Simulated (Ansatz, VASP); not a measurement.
# One calculation of MnGa3, two programs

File INCAR:

```
SYSTEM = MnGa3
PREC = Accurate
ENCUT = 520
EDIFF = 1E-7
ISMEAR = 0
SIGMA = 0.1
LREAL = .False.
LASPH = .True.
NELM = 60
ALGO = Fast
ISIF = 2
LWAVE = .False.
LCHARG = .True.
GGA = PE
LELF = .True.
LVHAR = .True.
NBANDS = 34
```

KPOINTS

```
regular mesh
0
Gamma
  12 12 12
  0 0 0
```

Contents of POSCAR:

```
MnGa3
1.0
    0.0000000000      3.2467030344      3.2467030344
    3.2467030344      0.0000000000      3.2467030344
    3.2467030344      3.2467030344      0.0000000000
Ga Mn
3 1
Direct
    0.2500000000      0.2500000000      0.2500000000
    0.7500000000      0.7500000000      0.7500000000
    0.5000000000      0.5000000000      0.5000000000
    0.0000000000      0.0000000000      0.0000000000
```

Input for Ansatz:

```yaml
crystal:
  lattice:
    - [0.0, 3.2467030344, 3.2467030344]
    - [3.2467030344, 0.0, 3.2467030344]
    - [3.2467030344, 3.2467030344, 0.0]
  atoms:
    - { symbol: Ga, position: [0.25, 0.25, 0.25] }
    - { symbol: Ga, position: [0.75, 0.75, 0.75] }
    - { symbol: Ga, position: [0.5, 0.5, 0.5] }
    - { symbol: Mn, position: [0.0, 0.0, 0.0] }
basis:
  ecutwfc: 420
kpoints:
  mp_grid: { grid: [12, 12, 12] }
hamiltonian:
  xc: pbe
scf:
  occupations: { method: gaussian, width: 0.1 }
  lower_state_search: "off"
output:
  forces: true
  stress: true
  eigenvalues: true
```

Alike in both runs: task single point; functional PBE; k mesh 12 × 12 × 12; occupations gaussian, width 0.1 eV; no spin polarisation.

|  | VASP | Ansatz |
| --- | --- | --- |
| version | VASP 6.6.1 | Ansatz 0.2.0 |
| potentials or method | VASP PAW PBE potentials, release 64 (Ga_d, Mn_pv), cutoff 520 eV | scalar-relativistic, plane waves, PAW |
| valence electrons in the cell | 52 | 54 |

VASP gave:

| Property | Result |
| --- | --- |
| gap on the k mesh at the Fermi level (eV) | none |
| pressure (GPa) | -8.7 |

Question: Estimate Ansatz's values.

Answer: gap on the k mesh at the Fermi level (eV): none; pressure (GPa): -8.8.

A gap of «none» marks a metal or a gap that the smearing closes. With one functional, cell and mesh, what is left measures potentials, basis and numerics. VASP's potentials hold 52 valence electrons a cell and Ansatz's 54, so a difference there can come from the potentials and not from the codes.
